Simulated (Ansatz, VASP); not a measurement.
PbS: VASP beside Ansatz

```xyz
2
Lattice="4.0062 0.0000 0.0000 -2.0031 3.4695 0.0000 0.0000 0.0000 3.7108" Properties=species:S:1:pos:R:3 pbc="T T T"
Pb    0.0000    0.0000    0.0000
S     2.0031    1.1565    1.8554
```

Alike in both runs: task single point; functional r2SCAN; k mesh 8 × 8 × 7; occupations fermi-dirac, width 0.05 eV; no spin polarisation.

|  | VASP | Ansatz |
| --- | --- | --- |
| version | VASP 6.6.1 | Ansatz 0.2.0 |
| potentials or method | VASP PAW PBE potentials, release 64 (Pb_d, S) | Ansatz PAW |
| plane-wave cutoff (eV) | 520 | 500 |
| valence electrons in the cell | 20 | 20 |

Ansatz gave:

* pressure (GPa): 2.6
* traceless stress, the component that is largest in VASP (GPa): 0.99

Task: Which values does VASP return?

Result: Pressure (GPa): 2.6; traceless stress, the component that is largest in VASP (GPa): 1.00.

VASP's potentials were made for PBE, not for r2SCAN.

Neither program's run includes spin-orbit coupling.
